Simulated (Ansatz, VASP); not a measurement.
# Two plane-wave programs on HfN

```
Hf N
1.0
     0.00000    2.27390    2.27390
     2.27390    0.00000    2.27390
     2.27390    2.27390    0.00000
Hf N
1 1
Direct
  0.00000 0.00000 0.00000
  0.50000 0.50000 0.50000
```

Alike in both runs: functional PBE; k mesh 16 × 16 × 16; occupations gaussian, width 0.1 eV; no spin polarisation.

Ansatz relaxed the structure, and its values are those at the end. VASP's run is a single point on that final structure, the one shown.

|  | VASP | Ansatz |
| --- | --- | --- |
| version | VASP 6.6.1 | Ansatz 0.2.0 |
| potentials or method | VASP PAW PBE potentials, release 64 (Hf_pv, N) | scalar-relativistic, plane waves, PAW |
| plane-wave cutoff (eV) | 520 | 420 |
| valence electrons in the cell | 15 | 31 |

VASP gave:

- gap on the k mesh at the Fermi level (eV): none
- pressure (GPa): -2.3

**Question.** Estimate Ansatz's values.

**Answer.** gap on the k mesh at the Fermi level (eV): none; pressure (GPa): 0.0.

A gap of «none» marks a metal or a gap that the smearing closes. With one functional, cell and mesh, what is left measures potentials, basis and numerics. VASP's potentials hold 15 valence electrons a cell and Ansatz's 31, so a difference there can come from the potentials and not from the codes.

Spin-orbit coupling is off throughout.
